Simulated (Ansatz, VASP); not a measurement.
TiC in VASP and in Ansatz

Contents of INCAR:

```
SYSTEM = TiC
  PREC = Accurate
  ENCUT = 600
  EDIFF = 1E-6
  ISMEAR = -1
  SIGMA = 0.1
  LREAL = .False.
  LASPH = .True.
  NELM = 120
  ALGO = Normal
  ISIF = 2
  LWAVE = .False.
  LCHARG = .False.
  GGA = PE
  NBANDS = 15
  GGA_COMPAT = .False.
```

File KPOINTS:

```
regular mesh
0
Gamma
  8 8 8
  0 0 0
```

File POSCAR:

```
TiC
1.0
    0.0000000000      2.1666544025      2.1666544025
    2.1666544025      0.0000000000      2.1666544025
    2.1666544025      2.1666544025      0.0000000000
Ti C
1 1
Direct
    0.0000000000      0.0000000000      0.0000000000
    0.5000000000      0.5000000000      0.5000000000
```

Input for Ansatz:

```yaml
crystal:
  lattice:
    - [3.1702244682177712e-18, 2.1666544025362877, 2.1666544025362877]
    - [2.1666544025362877, -3.1702244682177704e-18, 2.1666544025362877]
    - [2.1666544025362877, 2.1666544025362877, -8.453931915247392e-18]
  atoms:
    - { symbol: Ti, position: [1.0202282628356861e-32, -8.926997299812254e-33, -8.926997299812254e-33] }
    - { symbol: C, position: [0.5, 0.5, 0.5] }
kpoints:
  mp_grid:
    grid: [8, 8, 8]
hamiltonian:
  xc: pbe
  pseudopotentials:
    kind: paw
scf:
  occupations:
    method: fermi_dirac
output:
  forces: true
  stress: true
```

Alike in both runs: task single point; functional PBE; k mesh 8 × 8 × 8; no spin polarisation.

|  | VASP | Ansatz |
| --- | --- | --- |
| version | VASP 6.6.1 | Ansatz 0.2.0 |
| potentials or method | VASP PAW PBE potentials, release 64 (Ti_sv, C) | plane waves, PAW |
| plane-wave cutoff (eV) | 600 | 420 |
| occupations | fermi-dirac, width 0.1 eV | fermi-dirac |
| valence electrons in the cell | 16 | 16 |

```tsv
	VASP	Ansatz	Ansatz less VASP
pressure (GPa)	0.0	0.0	-0.04
```
